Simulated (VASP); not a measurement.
Input of a VASP 6.6.1 run:

Contents of POSCAR:

```
Ti
1.0
   -1.6094705670      1.6094705670      1.6094705670
    1.6094705670     -1.6094705670      1.6094705670
    1.6094705670      1.6094705670     -1.6094705670
Ti
1
Direct
    0.0000000000      0.0000000000      0.0000000000
```

File INCAR.step1:

```
ALGO = Normal ; EDIFF = 1E-4
ENCUT = 520 ; GGA = PE
ISMEAR = 0 ; LASPH = True
LCHARG = False ; LREAL = False
LWAVE = True ; NBANDS = 12
NELM = 60 ; PREC = Accurate
SIGMA = 0.1
```

The input INCAR.step2:

```
ALGO = Normal ; EDIFF = 1E-6
ENCUT = 520 ; ISIF = 2
ISMEAR = 0 ; ISTART = 1
LASPH = True ; LCHARG = True
LELF = True ; LMIXTAU = True
LREAL = False ; LVHAR = True
LWAVE = False ; METAGGA = R2SCAN
NBANDS = 12 ; NELM = 60
PREC = Accurate ; SIGMA = 0.1
```

The input KPOINTS:

```
k-points
0
Gamma
  18 18 18
```

Potentials or basis: VASP PAW PBE potentials, release 64 (Ti_sv).

Command:

```bash
$ cat potpaw_PBE.64/Ti_sv/POTCAR > POTCAR
$ cp INCAR.step1 INCAR
$ mpirun -np 1 vasp_std > vasp.out
$ cp INCAR.step2 INCAR
$ mpirun -np 1 vasp_std > vasp.out
```

Question: Estimate the band gap on the k mesh.

Answer: Zero (band 6 reaches 9.74 eV, above the bottom of band 7 at 7.87 eV).

Question: Estimate the pressure.

Answer: 3.9 GPa.

Caveat: the PAW data sets were made with another functional, which shifts forces and pressure a little.
